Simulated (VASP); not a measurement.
**Sn: single point with revPBE**

The system is Sn.

```xyz
3
Lattice="5.5201 0.0000 0.0000 -2.7601 4.7806 0.0000 0.0000 0.0000 3.3681" Properties=species:S:1:pos:R:3 pbc="T T T"
Sn    0.0000    0.0000    0.0000
Sn    0.0000    3.1870    1.6840
Sn    2.7601    1.5935    1.6840
```

This cell differs from its parent crystal: volume scaled by 1.04.

```
Program             : VASP 6.6.1
Task                : single point
Functional          : revPBE
Potentials or basis : VASP PAW PBE potentials, release 64 (Sn_d)
Cutoff              : 520 eV
k mesh              : 8 × 8 × 11
Occupations         : fermi-dirac, width 0.1 eV
Spin                : no spin polarisation
```

```
Pressure               : -1.3 GPa
Band gap on the k mesh : zero (band 21 reaches 8.53 eV, above the bottom of band 22 at 5.01 eV)
```

Stress tensor (GPa, compression positive):
```
-0.63  0.00  0.00
 0.00 -0.63  0.00
 0.00  0.00 -2.61
```

Levels at points of the mesh, in eV from the Fermi level:
```tsv
k point	band 18	band 19	band 20	band 21	band 22	band 23	band 24	band 25
(0.00, 0.00, 0.00)	-5.23	-2.28	-2.28	-2.15	-2.15	2.82	6.22	7.26
(0.50, 0.00, 0.00)	-6.31	-4.03	0.98	1.11	2.60	2.94	3.89	4.50
```

Wall time 72 s on 1 thread of Intel(R) Xeon(R) 6975P-C (Granite Rapids), on a shared host, peak memory 0.27 GiB.

Caveat: the PAW data sets were made with another functional, which shifts forces and pressure a little; spin-orbit coupling is left out, which moves the levels of the heavy elements.
